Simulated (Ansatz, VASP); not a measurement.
# Two plane-wave programs on Si2N

```
CELL_PARAMETERS angstrom
-1.39080 1.39080 4.24027
1.39080 -1.39080 4.24027
1.39080 1.39080 -4.24027
ATOMIC_POSITIONS crystal
Si 0.64198 0.64198 0.00000
Si 0.35802 0.35802 0.00000
N 0.00000 0.00000 0.00000
```

Change from the starting cell: species swapped into the Ti2Rh type (I4/mmm, No. 139).

Alike in both runs: task relaxation of cell and atoms; functional PBE; k mesh 24 × 24 × 24; occupations gaussian, width 0.1 eV; no spin polarisation.

|  | VASP | Ansatz |
| --- | --- | --- |
| version | VASP 6.6.1 | Ansatz 0.2.0 |
| potentials or method | VASP PAW PBE potentials, release 64 (Si, N), cutoff 600 eV | scalar-relativistic, plane waves, PAW |
| valence electrons in the cell | 13 | 13 |

Ansatz gave:

```
gap on the k mesh at the Fermi level, each at its own relaxed structure (eV) : none
relaxed volume (Å³/atom)                                                     : 10.90
relaxed cell length with the largest relative difference (Å)                 : 4.672
```

Question: Estimate VASP's values.

Answer: gap on the k mesh at the Fermi level, each at its own relaxed structure (eV): none; relaxed volume (Å³/atom): 10.89; relaxed cell length with the largest relative difference (Å): 4.670.

A gap of «none» marks a metal or a gap that the smearing closes.
